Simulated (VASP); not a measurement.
Input of a VASP 6.6.1 run:

File INCAR:

```
PREC = Accurate ; ENCUT = 520
EDIFF = 1E-6 ; ISMEAR = -1
SIGMA = 0.05 ; LREAL = False
LASPH = True ; NELM = 150
ALGO = Normal ; ISIF = 2
LWAVE = False ; LCHARG = False
ISPIN = 2 ; MAGMOM = 4 0
LORBIT = 11 ; LMAXMIX = 4
NBANDS = 20
```

Contents of KPOINTS:

```
Automatic mesh
0
Gamma
  10 10 10
```

POSCAR

```
MnO
1.0
    0.0000000000      2.1938512115      2.1938512115
    2.1938512115      0.0000000000      2.1938512115
    2.1938512115      2.1938512115      0.0000000000
Mn O
1 1
Direct
    0.0000000000      0.0000000000      0.0000000000
    0.5000000000      0.5000000000      0.5000000000
```

Potentials or basis: VASP PAW LDA potentials, release 64 (Mn_pv, O).

Command:

```sh
$ cat potpaw_LDA.64/Mn_pv/POTCAR potpaw_LDA.64/O/POTCAR > POTCAR
$ mpirun -np 1 vasp_std > vasp.out
```

Question: Predict the site moments.

Answer: Mn +3.98; O +0.17 μB.

Question: What does it give for the pressure?

Answer: -15.4 GPa.

Caveat: the cell stands under tension; a cell with one magnetic atom can't hold antiferromagnetic order, which such compounds often take.
